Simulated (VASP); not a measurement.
A run of VASP 6.6.1:

The input INCAR:

```
SYSTEM = KHf2BiO6
PREC = Accurate ; ENCUT = 520
EDIFF = 1E-6 ; ISMEAR = 0
SIGMA = 0.01 ; LREAL = .FALSE.
LASPH = .TRUE. ; NELM = 60
ALGO = Normal ; ISIF = 2
LWAVE = .FALSE. ; LCHARG = .TRUE.
GGA = PE ; LELF = .TRUE.
LVHAR = .TRUE. ; NBANDS = 51
```

KPOINTS

```
regular mesh
0
G
  4 4 4
  0 0 0
```

Contents of POSCAR:

```
KHf2BiO6
1.0
    5.8424480000      0.0000000000      0.0000000000
    2.9212240000      5.0597083883      0.0000000000
    2.9212240000      1.6865694628      4.7703388162
K Hf Bi O
1 2 1 6
Direct
    0.5000000000      0.5000000000      0.5000000000
    0.2500000000      0.2500000000      0.2500000000
    0.7500000000      0.7500000000      0.7500000000
    0.0000000000      0.0000000000      0.0000000000
    0.5000000000      0.5000000000      0.0000000000
    0.0000000000      0.0000000000      0.5000000000
    0.0000000000      0.5000000000      0.5000000000
    0.5000000000      0.0000000000      0.0000000000
    0.5000000000      0.0000000000      0.5000000000
    0.0000000000      0.5000000000      0.0000000000
```

Potentials or basis: VASP PAW PBE potentials, release 64 (K_sv, Hf_pv, Bi_d, O).

Run with:

```sh
$ cat potpaw_PBE.64/K_sv/POTCAR potpaw_PBE.64/Hf_pv/POTCAR potpaw_PBE.64/Bi_d/POTCAR potpaw_PBE.64/O/POTCAR > POTCAR
$ mpirun -np 1 vasp_std > vasp.out
```

Hardware: 1 thread of Intel Xeon 6975P-C (shared host).

**Question.** Estimate the wall time of this run.

**Answer.** Wall time 100 s on 1 thread of Intel Xeon 6975P-C, with other jobs on the host, peak memory 0.35 GiB. Counts: scf iterations 14, k points 8.
